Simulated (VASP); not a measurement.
# VSe (Pm-3m) in VASP: a series of runs

Runs on VSe. Level: LDA+U. Tasks: single point.

Program: VASP 6.6.1. These are calculated values, not measurements. Logs are shortened: lines on timing, memory, paths and dates and some standing lists are left out, and cuts for length are marked.

## (1) The cell of the first run

The structure is cubic, space group Pm-3m (No. 221). The conventional cell has a = 3.320 Å, b = 3.320 Å, c = 3.320 Å, α = 90.00°, β = 90.00°, γ = 90.00°. V (site symmetry m-3m) has 8 Se at 2.87 Å and 6 V at 3.32 Å within 3.8 Å. Se (site symmetry m-3m) has 8 V at 2.87 Å and 6 Se at 3.32 Å within 3.8 Å.

## (2) Single point, LDA+U, collinear spin, ferromagnetic start

INCAR

```
SYSTEM = VSe
  ALGO = Normal
  EDIFF = 1E-6
  ENCUT = 500
  GGA = CA
  GGA_COMPAT = .FALSE.
  ISIF = 2
  ISMEAR = 0
  ISPIN = 2
  LASPH = .TRUE.
  LCHARG = .FALSE.
  LDAU = .TRUE.
  LDAUJ = 0 0
  LDAUL = 2 -1
  LDAUPRINT = 1
  LDAUTYPE = 2
  LDAUU = 5 0
  LMAXMIX = 4
  LORBIT = 11
  LREAL = .FALSE.
  LWAVE = .FALSE.
  MAGMOM = 3 0
  NBANDS = 20
  NELM = 200
  PREC = Accurate
  SIGMA = 0.05
```

KPOINTS

```
k-points
0
G
  6 6 6
  0 0 0
```

POSCAR

```
VSe
1.0
    3.3195141700      0.0000000000      0.0000000000
    0.0000000000      3.3195141700      0.0000000000
    0.0000000000      0.0000000000      3.3195141700
V Se
1 1
Direct
    0.0000000000      0.0000000000      0.0000000000
    0.5000000000      0.5000000000      0.5000000000
```

Potentials or basis: VASP PAW LDA potentials, release 64 (V_sv, Se).

Command:

```console
cat potpaw_LDA.64/V_sv/POTCAR potpaw_LDA.64/Se/POTCAR > POTCAR
mpirun -np 1 vasp_std > vasp.out
```

OUTCAR:

```text
SYSTEM = VSe
   EDIFF = 1E-6
   ENCUT = 500
   GGA = CA
   ISIF = 2
   ISMEAR = 0
   ISPIN = 2
   LASPH = .TRUE.
   LORBIT = 11
   LREAL = .FALSE.
   NELM = 200
   PREC = Accurate

 ion  position               nearest neighbor table
   1  0.000  0.000  0.000-
   2  0.500  0.500  0.500-

  LATTYP: Found a simple cubic cell.
 ALAT       =     3.3195141700

  Lattice vectors:

 A1 = (   3.3195141700,   0.0000000000,   0.0000000000)
 A2 = (   0.0000000000,   3.3195141700,   0.0000000000)
 A3 = (   0.0000000000,   0.0000000000,   3.3195141700)

Analysis of symmetry for initial positions (statically):
=====================================================================
 Subroutine PRICEL returns:
 Original cell was already a primitive cell.

 Routine SETGRP: Setting up the symmetry group for a
 simple cubic supercell.

 Subroutine GETGRP returns: Found 48 space group operations
 (whereof 48 operations were pure point group operations)
 out of a pool of 48 trial point group operations.

The static configuration has the point symmetry O_h .

Analysis of symmetry for dynamics (positions and initial velocities):
=====================================================================
 Subroutine PRICEL returns:
 Original cell was already a primitive cell.

 Routine SETGRP: Setting up the symmetry group for a
 simple cubic supercell.

 Subroutine GETGRP returns: Found 48 space group operations
 (whereof 48 operations were pure point group operations)
 out of a pool of 48 trial point group operations.

The dynamic configuration has the point symmetry O_h .

Analysis of structural, dynamic, and magnetic symmetry:
=====================================================================
 Subroutine PRICEL returns:
 Original cell was already a primitive cell.

 Routine SETGRP: Setting up the symmetry group for a
 simple cubic supercell.

 Subroutine GETGRP returns: Found 48 space group operations
 (whereof 48 operations were pure point group operations)
 out of a pool of 48 trial point group operations.

The overall configuration has the point symmetry O_h .

 Subroutine INISYM returns: Found 48 space group operations
 (whereof 48 operations are pure point group operations),
 and found     1 'primitive' translations

----------------------------------------------------------------------------------------

                                     Primitive cell

  volume of cell :      36.5783

  direct lattice vectors                    reciprocal lattice vectors
     3.319514170  0.000000000  0.000000000     0.301248902  0.000000000  0.000000000
     0.000000000  3.319514170  0.000000000     0.000000000  0.301248902  0.000000000
     0.000000000  0.000000000  3.319514170     0.000000000  0.000000000  0.301248902

  length of vectors
     3.319514170  3.319514170  3.319514170     0.301248902  0.301248902  0.301248902

  position of ions in fractional coordinates (direct lattice)
     0.000000000  0.000000000  0.000000000
     0.500000000  0.500000000  0.500000000

  ion indices of the primitive-cell ions
   primitive index   ion index
                 1           1
                 2           2

----------------------------------------------------------------------------------------

 KPOINTS: k-points

Automatic generation of k-mesh.
 Grid dimensions read from file:
 generate k-points for:    6    6    6

 Generating k-lattice:

  Cartesian coordinates                     Fractional coordinates (reciprocal lattice)
     0.050208150  0.000000000  0.000000000     0.166666667  0.000000000  0.000000000
     0.000000000  0.050208150  0.000000000     0.000000000  0.166666667  0.000000000
     0.000000000  0.000000000  0.050208150     0.000000000  0.000000000  0.166666667

  Length of vectors
     0.050208150  0.050208150  0.050208150

  Shift w.r.t. Gamma in fractional coordinates (k-lattice)
     0.000000000  0.000000000  0.000000000

 Subroutine IBZKPT returns following result:
 ===========================================

 Found     20 irreducible k-points:

 Following reciprocal coordinates:
            Coordinates               Weight
  0.000000  0.000000  0.000000      1.000000
  0.166667  0.000000  0.000000      6.000000
  0.333333  0.000000  0.000000      6.000000
  0.500000  0.000000  0.000000      3.000000
  0.166667  0.166667  0.000000     12.000000
  0.333333  0.166667  0.000000     24.000000
[... 12 lines left out ...]
  0.500000  0.500000  0.333333      6.000000
  0.500000  0.500000  0.500000      1.000000
   k-points           NKPTS =     20   k-points in BZ     NKDIM =     20   number of bands    NBANDS=     20
   number of dos      NEDOS =    301   number of ions     NIONS =      2
   total plane-waves  NPLWV =  13824
   dimension x,y,z NGX =    24 NGY =   24 NGZ =   24
   dimension x,y,z NGXF=    48 NGYF=   48 NGZF=   48
   ions per type =               1   1
   NGX,Y,Z   is equivalent  to a cutoff of  12.02, 12.02, 12.02 a.u.
   NGXF,Y,Z  is equivalent  to a cutoff of  24.04, 24.04, 24.04 a.u.
 SYSTEM =  VSe
   PREC   = accura    normal or accurate (medium, high low for compatibility)
   ISTART =      0    job   : 0-new  1-cont  2-samecut
   ICHARG =      2    charge: 1-file 2-atom 10-const
   ISPIN  =      2    spin polarized calculation?
   LNONCOLLINEAR =      F non collinear calculations
   LSORBIT =      F    spin-orbit coupling
   LASPH  =      T    aspherical Exc in radial PAW
   ENCUT  =  500.0 eV  36.75 Ry    6.06 a.u.   6.05  6.05  6.05*2*pi/ulx,y,z
   NELM   =    200;   NELMIN=  2; NELMDL= -5     # of ELM steps
   EDIFF  = 0.1E-05   stopping-criterion for ELM
   LREAL  =      F    real-space projection
   EDIFFG = 0.1E-04   stopping-criterion for IOM
   NSW    =      0    number of steps for IOM
   IBRION =     -1    ionic relax: 0-MD 1-quasi-New 2-CG
   NFREE  =      0    steps in history (QN), initial steepest desc. (CG)
   ISIF   =      2    stress and relaxation
   ISYM   =      2    0-nonsym 1-usesym 2-fastsym
   POTIM  = 0.5000    time-step for ionic-motion
   TEBEG  =    0.0;   TEEND  =   0.0 temperature during run
   PSTRESS=    0.0 pullay stress
   NELECT =      19.0000    total number of electrons
   NUPDOWN=      -1.0000    fix difference up-down
   EMIN   =  10.00;   EMAX   =-10.00  energy-range for DOS
   EFERMI =   0.00;   METHOD = LEGACY
   ISMEAR =     0;   SIGMA  =   0.05  broadening in eV -4-tet -1-fermi 0-gaus
   EFERMI_NEDOS =   21; number of points for ismear=-14 and -15
   IALGO  =     38    algorithm
   IMIX   =      4    mixing-type and parameters
     AMIX     =   0.40;   BMIX     =  1.00
     AMIX_MAG =   1.60;   BMIX_MAG =  1.00
  volume/ion in A,a.u.               =      18.29       123.42
  Fermi-wavevector in a.u.,A,eV,Ry     =   1.315987  2.486854 23.562856  1.731821
  Thomas-Fermi vector in A             =   2.446131
   LORBIT       =     11    0 simple, 1 ext, 2 COOP (PROOUT), +10 PAW based schemes
 LDA+U is selected, type is set to LDAUTYPE =  2
   angular momentum for each species LDAUL =     2   -1
   U (eV)           for each species LDAUU =   5.0  0.0
   J (eV)           for each species LDAUJ =   0.0  0.0
   GGA     = CA    functional components
   LHFCALC =     F    Hartree Fock is set to
   AEXX    =    0.0000 exact exchange contribution
   IVDW    =     0    specifies the selected vdW correction
   LEPSILON=     F    determine dielectric tensor
   LRPA    =     F    only Hartree local field effects (RPA)
 spin polarized calculation
 Gauss-broadening in eV      SIGMA  =   0.05
  energy-cutoff  :      500.00
  volume of cell :       36.58
 maximum number of plane-waves:       952
   NGX = 13   NGY = 13   NGZ = 13

atom =   1  type =  1  l = 2

 onsite density matrix

spin component  1

  0.7394 -0.0000 -0.0000  0.0000 -0.0000
 -0.0000  0.7394 -0.0000  0.0000 -0.0000
 -0.0000 -0.0000  0.3573  0.0000  0.0000
  0.0000  0.0000  0.0000  0.7394  0.0000
 -0.0000 -0.0000  0.0000  0.0000  0.3573

spin component  2

  0.0418  0.0000 -0.0000  0.0000  0.0000
  0.0000  0.0418 -0.0000  0.0000 -0.0000
 -0.0000 -0.0000  0.0108 -0.0000 -0.0000
  0.0000  0.0000 -0.0000  0.0418  0.0000
  0.0000 -0.0000 -0.0000  0.0000  0.0108

 occupancies and eigenvectors

  o =  0.0108  v =  0.0000  0.0000  0.0000  0.0000  0.0000  0.0000  0.0000  0.9992  0.0000  0.0406      0.0000  0.0000  0.0000  0.0000  0.0000  0.0000  0.0000  0.0000  0.0000  0.0000
  o =  0.0108  v =  0.0000  0.0000  0.0000  0.0000  0.0000 -0.0000  0.0000 -0.0406 -0.0000  0.9992      0.0000  0.0000  0.0000  0.0000  0.0000  0.0000  0.0000  0.0000  0.0000  0.0000
  o =  0.0418  v =  0.0000  0.0000  0.0000  0.0000  0.0000 -0.0206  0.9974 -0.0000 -0.0686 -0.0000      0.0000  0.0000  0.0000  0.0000  0.0000  0.0000  0.0000  0.0000  0.0000  0.0000
  o =  0.0418  v =  0.0000  0.0000  0.0000  0.0000  0.0000  0.0285 -0.0680  0.0000 -0.9973 -0.0000      0.0000  0.0000  0.0000  0.0000  0.0000  0.0000  0.0000  0.0000  0.0000  0.0000
  o =  0.0418  v =  0.0000  0.0000  0.0000  0.0000  0.0000 -0.9994 -0.0225  0.0000 -0.0271 -0.0000      0.0000  0.0000  0.0000  0.0000  0.0000  0.0000  0.0000  0.0000  0.0000  0.0000
  o =  0.3573  v =  0.0000 -0.0000  0.0101 -0.0000  0.9999  0.0000  0.0000  0.0000  0.0000  0.0000      0.0000  0.0000  0.0000  0.0000  0.0000  0.0000  0.0000  0.0000  0.0000  0.0000
  o =  0.3573  v =  0.0000 -0.0000 -0.9999  0.0000  0.0101  0.0000  0.0000  0.0000  0.0000  0.0000      0.0000  0.0000  0.0000  0.0000  0.0000  0.0000  0.0000  0.0000  0.0000  0.0000
  o =  0.7394  v =  0.0000 -0.0234 -0.0000 -0.9997 -0.0000  0.0000  0.0000  0.0000  0.0000  0.0000      0.0000  0.0000  0.0000  0.0000  0.0000  0.0000  0.0000  0.0000  0.0000  0.0000
  o =  0.7394  v =  1.0000  0.0000  0.0000  0.0000  0.0000  0.0000  0.0000  0.0000  0.0000  0.0000      0.0000  0.0000  0.0000  0.0000  0.0000  0.0000  0.0000  0.0000  0.0000  0.0000
  o =  0.7394  v =  0.0000  0.9997 -0.0000 -0.0234  0.0000  0.0000  0.0000  0.0000  0.0000  0.0000      0.0000  0.0000  0.0000  0.0000  0.0000  0.0000  0.0000  0.0000  0.0000  0.0000

 number of electron      19.0000019 magnetization       2.9719883

 Free energy of the ion-electron system (eV)
  ---------------------------------------------------
  ext. energy  EPLUGINS =         0.00000000
  ---------------------------------------------------
  free energy    TOTEN  =       -10.46141229 eV

  energy without entropy =      -10.46008122  energy(sigma->0) =      -10.46074675

 E-fermi :   7.3574     XC(G=0): -11.2917

 val. band max:        7.2695172702   @ k =   0.5000   0.3333   0.3333
 cond. band min:       7.3660148361   @ k =   0.1667   0.1667   0.0000
 fundamental gap:      0.0964975659
 Fermi energy:         7.3573937005

 spin component 1

 k-point     1 :       0.0000    0.0000    0.0000
  band No.  band energies     occupation
      1     -57.1385      1.00000
      2     -31.3972      1.00000
      3     -31.3972      1.00000
      4     -31.3972      1.00000
      5      -7.6750      1.00000
      6       5.6608      1.00000
[... 12 lines left out ...]
     19      21.4282      0.00000
     20      23.2285      0.00000
[... 415 lines left out ...]
 k-point    20 :       0.5000    0.5000    0.5000
  band No.  band energies     occupation
      1     -57.1260      1.00000
      2     -31.4420      1.00000
      3     -31.4420      1.00000
      4     -31.4420      1.00000
      5      -4.6516      1.00000
      6       1.4921      1.00000
[... 12 lines left out ...]
     19      26.6461      0.00000
     20      26.6461      0.00000
 Fermi energy:         7.3573937005

 spin component 2

 k-point     1 :       0.0000    0.0000    0.0000
  band No.  band energies     occupation
      1     -54.5832      1.00000
      2     -28.8860      1.00000
      3     -28.8860      1.00000
      4     -28.8860      1.00000
      5      -7.7310      1.00000
      6       5.8163      1.00000
[... 12 lines left out ...]
     19      22.2885      0.00000
     20      23.9917      0.00000
[... 415 lines left out ...]
 k-point    20 :       0.5000    0.5000    0.5000
  band No.  band energies     occupation
      1     -54.5696      1.00000
      2     -28.9353      1.00000
      3     -28.9353      1.00000
      4     -28.9353      1.00000
      5      -4.9196      1.00000
      6       2.4562      1.00000
[... 12 lines left out ...]
     19      27.3655      0.00000
     20      27.3655      0.00000

------------------------ aborting loop because EDIFF is reached ----------------------------------------

  FORCE on cell =-STRESS in cart. coord.  units (eV):
  Direction    XX          YY          ZZ          XY          YZ          ZX
  --------------------------------------------------------------------------------------
  -------------------------------------------------------------------------------------
  Total       -1.3643164     -1.3643164     -1.3643164      0.0000000      0.0000000     -0.0000000
  in kB      -59.7588340    -59.7588340    -59.7588340      0.0000000      0.0000000     -0.0000000
  external PRESSURE =     -59.7588340 kB  Pullay stress =       0.0000000 kB

 VOLUME and BASIS-vectors are now :
 -----------------------------------------------------------------------------
  energy-cutoff  :      500.00
  volume of cell :       36.58
      direct lattice vectors                 reciprocal lattice vectors
     3.319514170  0.000000000  0.000000000     0.301248902  0.000000000  0.000000000
     0.000000000  3.319514170  0.000000000     0.000000000  0.301248902  0.000000000
     0.000000000  0.000000000  3.319514170     0.000000000  0.000000000  0.301248902

 POSITION                                       TOTAL-FORCE (eV/Angst)
 -----------------------------------------------------------------------------------
      0.00000      0.00000      0.00000         0.000000      0.000000      0.000000
      1.65976      1.65976      1.65976         0.000000      0.000000      0.000000
 -----------------------------------------------------------------------------------
    total drift:                                0.000000      0.000000      0.000000

  FREE ENERGIE OF THE ION-ELECTRON SYSTEM (eV)
  ---------------------------------------------------
  free  energy   TOTEN  =       -10.4614122858 eV

  energy  without entropy=      -10.4600812168  energy(sigma->0) =      -10.46074675

 total charge

# of ion       s       p       d       tot
------------------------------------------
    1        2.166   6.092   3.060  11.317
    2        1.493   2.288   0.052   3.833
--------------------------------------------------
tot          3.658   8.380   3.112  15.150

 magnetization (x)

# of ion       s       p       d       tot
------------------------------------------
    1        0.043   0.036   2.772   2.851
    2        0.015  -0.347   0.031  -0.302
--------------------------------------------------
tot          0.058  -0.311   2.802   2.549
```

Run time: 10 s. Hardware: 1 thread of Intel Xeon Platinum 8488C (Sapphire Rapids), shared host; peak memory 0.14 GiB.

What came out:

* Free energy: -10.4614 eV
* Pressure: -6.0 GPa
* Band gap on the k mesh: zero (filled and empty bands overlap)
* Net moment: 2.97 μB per cell
* Site moments: V +2.85; Se -0.30 μB
* Valence electrons inside the program's atomic spheres: V 11.32; Se 3.83

Levels at points of the mesh, in eV from the Fermi level:
Spin up:
| k point | band 7 | band 8 | band 9 | band 10 | band 11 | band 12 | band 13 | band 14 | band 15 | band 16 |
| --- | --- | --- | --- | --- | --- | --- | --- | --- | --- | --- |
| (0.00, 0.00, 0.00) | -1.70 | -1.51 | -1.51 | -1.51 | -1.33 | -1.33 | -1.33 | 1.16 | 7.48 | 7.48 |
| (0.50, 0.00, 0.00) | -3.15 | -3.15 | -1.24 | -1.12 | 1.07 | 1.56 | 1.56 | 3.99 | 6.35 | 7.48 |
| (0.50, 0.50, 0.00) | -5.48 | -2.04 | -1.91 | -1.91 | -1.45 | 0.08 | 1.15 | 2.56 | 8.82 | 8.82 |
| (0.50, 0.50, 0.50) | -5.87 | -5.87 | 0.99 | 0.99 | 0.99 | 1.19 | 1.19 | 1.75 | 1.75 | 1.75 |
Spin down:
```
           k point  band 5  band 6  band 7  band 8  band 9  band 10  band 11  band 12
(0.00, 0.00, 0.00)  -15.09   -1.54   -1.54   -1.54    0.87     0.87     2.04     4.22
(0.50, 0.00, 0.00)  -13.97   -6.95   -1.44   -1.44    1.98     4.43     4.65     4.69
(0.50, 0.50, 0.00)  -13.21   -5.33   -5.33   -0.26   -0.12     3.08     3.08     3.26
(0.50, 0.50, 0.50)  -12.28   -4.90   -4.90   -4.90    2.59     2.59     2.59     5.03
```

Eigenvalues of the final occupation matrices:
```tsv
site	spin	trace	eigenvalues
site 1 d	1	2.93	0.36 0.36 0.74 0.74 0.74
site 1 d	2	0.15	0.01 0.01 0.04 0.04 0.04
```

Caveat: the cell stands under tension.

## (3) Single point, LDA+U, collinear spin

INCAR

```
  ALGO = Normal
  EDIFF = 1E-6
  ENCUT = 500
  GGA = CA
  GGA_COMPAT = False
  ISIF = 2
  ISMEAR = 0
  ISPIN = 2
  LASPH = True
  LCHARG = False
  LDAU = True
  LDAUJ = 0 0
  LDAUL = 2 -1
  LDAUPRINT = 1
  LDAUTYPE = 2
  LDAUU = 5 0
  LMAXMIX = 4
  LORBIT = 11
  LREAL = False
  LWAVE = False
  MAGMOM = 3.09 -0.2
  NBANDS = 20
  NELM = 200
  PREC = Accurate
  SIGMA = 0.05
```

KPOINTS

```
k-points
0
Gamma
  6 6 6
```

POSCAR is that of step 2.

Potentials or basis: VASP PAW LDA potentials, release 64 (V_sv, Se).

Command:

```console
cat potpaw_LDA.64/V_sv/POTCAR potpaw_LDA.64/Se/POTCAR > POTCAR
mpirun -np 1 vasp_std > vasp.out
```

Wall time 11 s (1 thread of Intel Xeon Platinum 8488C (Sapphire Rapids), shared host); peak memory 0.14 GiB.

It converged, with:

```yaml
Free_energy: -10.4614 eV
Pressure: -6.0 GPa
Band_gap_on_the_k_mesh: zero (filled and empty bands overlap)
Net_moment: 2.97 μB per cell
Site_moments: V +2.85; Se -0.30 μB
Valence_electrons_inside_the_program's_atomic_spheres: V 11.32; Se 3.83
```

Levels at points of the mesh, in eV from the Fermi level:
Spin up:
```csv
k point,band 9,band 10,band 11,band 12,band 13,band 14
"(0.00, 0.00, 0.00)",-1.51,-1.51,-1.33,-1.33,-1.33,1.16
"(0.50, 0.00, 0.00)",-1.24,-1.12,1.07,1.56,1.56,3.98
"(0.50, 0.50, 0.00)",-1.91,-1.91,-1.45,0.08,1.16,2.56
"(0.50, 0.50, 0.50)",0.99,0.99,0.99,1.20,1.20,1.75
```
Spin down:
| k point | band 4 | band 5 | band 6 | band 7 | band 8 | band 9 | band 10 | band 11 | band 12 | band 13 |
| --- | --- | --- | --- | --- | --- | --- | --- | --- | --- | --- |
| (0.00, 0.00, 0.00) | -36.24 | -15.09 | -1.54 | -1.54 | -1.54 | 0.87 | 0.87 | 2.04 | 4.22 | 4.22 |
| (0.50, 0.00, 0.00) | -36.24 | -13.97 | -6.95 | -1.44 | -1.44 | 1.98 | 4.43 | 4.65 | 4.69 | 5.34 |
| (0.50, 0.50, 0.00) | -36.23 | -13.21 | -5.33 | -5.33 | -0.26 | -0.12 | 3.08 | 3.08 | 3.26 | 4.98 |
| (0.50, 0.50, 0.50) | -36.29 | -12.28 | -4.90 | -4.90 | -4.90 | 2.58 | 2.58 | 2.58 | 5.03 | 5.03 |

Eigenvalues of the final occupation matrices:
| site | spin | trace | eigenvalues |
| --- | --- | --- | --- |
| site 1 d | 1 | 2.93 | 0.36 0.36 0.74 0.74 0.74 |
| site 1 d | 2 | 0.15 | 0.01 0.01 0.04 0.04 0.04 |

Caveat: the cell stands under tension.

The gap in the log of VASP goes by the Fermi energy; the results here count the filled bands.